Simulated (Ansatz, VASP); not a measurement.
**Two plane-wave programs on Nb**

```
Nb
1.0
     0.00000    2.13615    2.11500
     2.13615    0.00000    2.11500
     2.13615    2.13615    0.00000
Nb
1
Direct
  0.00000 0.00000 0.00000
```

Change from the starting cell: equal xx and yy strain of +1 %, PAW files.

Alike in both runs: task electric field gradients; functional LDA; k mesh 13 × 13 × 13; occupations fermi-dirac, width 0.03 eV; no spin polarisation.

|  | VASP | Ansatz |
| --- | --- | --- |
| version | VASP 6.6.1 | Ansatz 0.2.0 |
| potentials or method | VASP PAW LDA potentials, release 64 (Nb_sv) | PAW with Ansatz's default frozen-core files, scalar-relativistic |
| plane-wave cutoff (eV) | 520 | 420 |
| valence electrons in the cell | 13 | 13 |

Ansatz gave:

* pressure (GPa): -13.1
* traceless stress, the component that is largest in VASP (GPa): -1.75
* size of Vzz on the site where it differs most (V/Å²): 8.0

Estimate VASP's values.

pressure (GPa): -13.2; traceless stress, the component that is largest in VASP (GPa): -1.75; size of Vzz on the site where it differs most (V/Å²): 8.2.

LDA's correlation is that of Perdew and Zunger in VASP and of Perdew and Wang (1992) in Ansatz.
